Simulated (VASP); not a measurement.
A run of VASP 6.6.1:

Contents of POSCAR:

```
GaSi8O16
1.0
   -4.1246000000     -4.1246000000      0.0000000000
    4.1246000000     -4.1246000000      0.0000000000
    0.0000000000      0.0000000000      5.2948000000
Si O Ga
8 16 1
Direct
    0.4812319983      0.4615016002      0.0277326811
   -0.0090040246      0.4870908694      0.2498917806
    0.4963145517      0.5117189546      0.5003065272
    0.0118376327      0.5007538913      0.7390471784
    0.0285036125      0.0216750715     -0.0083066405
    0.5016625855      0.0015040246      0.2517339654
    0.0090114193      0.0092979925      0.4895078190
    0.4930190806      0.0200898269      0.7293801466
    0.1916524027      0.5011129564      0.0024756365
    0.0374627843      0.1897211851      0.2510170356
    0.7731754594      0.3855676914      0.0853465664
   -0.0054304660      0.8060508898      0.2329389212
    0.1897310042      0.5142844155      0.4932467704
    0.0104424671      0.2103711875      0.7433538566
    0.7989672938      0.4985798623      0.4926097303
    0.0392824759      0.8413270378      0.7357248621
    0.7005901178      0.0069941328     -0.0108368588
    0.4953433060      0.7045519566      0.2612589711
    0.3200143044      0.0077479028     -0.0054959583
    0.4566721621      0.2978570043      0.2768038453
    0.7052144450      0.0210642244      0.4907191962
    0.4815365126      0.7292834457      0.7001099192
    0.3061247151      0.0104890171      0.4885912593
    0.4882867430      0.3126750473      0.7457624462
    0.7449456917      0.6942110750      0.9107533807
```

Contents of INCAR.step1:

```
SYSTEM = GaSi8O16
PREC = Accurate
ENCUT = 580
ISMEAR = 0
SIGMA = 0.02
LREAL = .FALSE.
LASPH = .TRUE.
NELM = 200
ISPIN = 2
MAGMOM = 0 0 0 0 0 0 0 0 0 0 0 0 0 0 0 0 0 0 0 0 0 0 0 0 0
NBANDS = 92
GGA = PE
ALGO = Normal
EDIFF = 1E-5
LWAVE = .TRUE.
LCHARG = .FALSE.
GGA_COMPAT = .FALSE.
```

File INCAR.step2:

```
SYSTEM = GaSi8O16
PREC = Accurate
ENCUT = 580
EDIFF = 1E-6
ISMEAR = 0
SIGMA = 0.02
LREAL = .FALSE.
LASPH = .TRUE.
NELM = 200
ALGO = Normal
ISIF = 2
LWAVE = .FALSE.
LCHARG = .TRUE.
ISPIN = 2
MAGMOM = 0 0 0 0 0 0 0 0 0 0 0 0 0 0 0 0 0 0 0 0 0 0 0 0 0
LORBIT = 11
METAGGA = R2SCAN
LMIXTAU = .TRUE.
LELF = .TRUE.
LVHAR = .TRUE.
NBANDS = 92
ISTART = 1
GGA_COMPAT = .FALSE.
```

KPOINTS

```
regular mesh
0
G
  2 2 2
  0 0 0
```

Potentials or basis: VASP PAW PBE potentials, release 64 (Si, O, Ga_d).

Command:

```sh
$ cat potpaw_PBE.64/Si/POTCAR potpaw_PBE.64/O/POTCAR potpaw_PBE.64/Ga_d/POTCAR > POTCAR
$ cp INCAR.step1 INCAR
$ mpirun -np 1 vasp_std > vasp.out
$ cp INCAR.step2 INCAR
$ mpirun -np 1 vasp_std > vasp.out
```

Hardware: 1 thread of Intel Xeon 8259CL, on a shared host.

Estimate the wall time of this run.

Run time: 26 min on 1 thread of Intel Xeon 8259CL, with other jobs on the host, peak memory 0.55 GiB. Counts: k points 8.
